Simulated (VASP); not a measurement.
A run of VASP 6.6.1:

The input INCAR:

```
  PREC = Accurate
  ENCUT = 560
  EDIFF = 1E-6
  ISMEAR = -1
  SIGMA = 0.08
  LREAL = False
  LASPH = True
  NELM = 120
  ALGO = Normal
  ISIF = 2
  LWAVE = False
  LCHARG = False
  GGA = PS
  NBANDS = 24
  GGA_COMPAT = False
```

The input KPOINTS:

```
regular mesh
0
Gamma
  16 16 9
```

Contents of POSCAR:

```
Ir
1.0
    2.3866999356      0.0000000000      0.0000000000
   -1.1933499678      2.0669427754      0.0000000000
    0.0000000000      0.0000000000      3.8934104508
Ir
2
Direct
    0.3333333333      0.6666666667      0.2500000000
    0.6666666667      0.3333333333      0.7500000000
```

Potentials or basis: VASP PAW PBE potentials, release 64 (Ir_sv_GW).

Command:

```bash
$ cat potpaw_PBE.64/Ir_sv_GW/POTCAR > POTCAR
$ mpirun -np 1 vasp_std > vasp.out
```

Hardware: 1 thread of AMD EPYC 9R45 96-Core Processor (Zen 5), with other jobs on the host.

**Question.** Estimate the wall time of this run.

**Answer.** Wall time 30 s on 1 thread of AMD EPYC 9R45 96-Core Processor (Zen 5) (shared host), peak memory 0.15 GiB. Counts: scf iterations 12, k points 150.
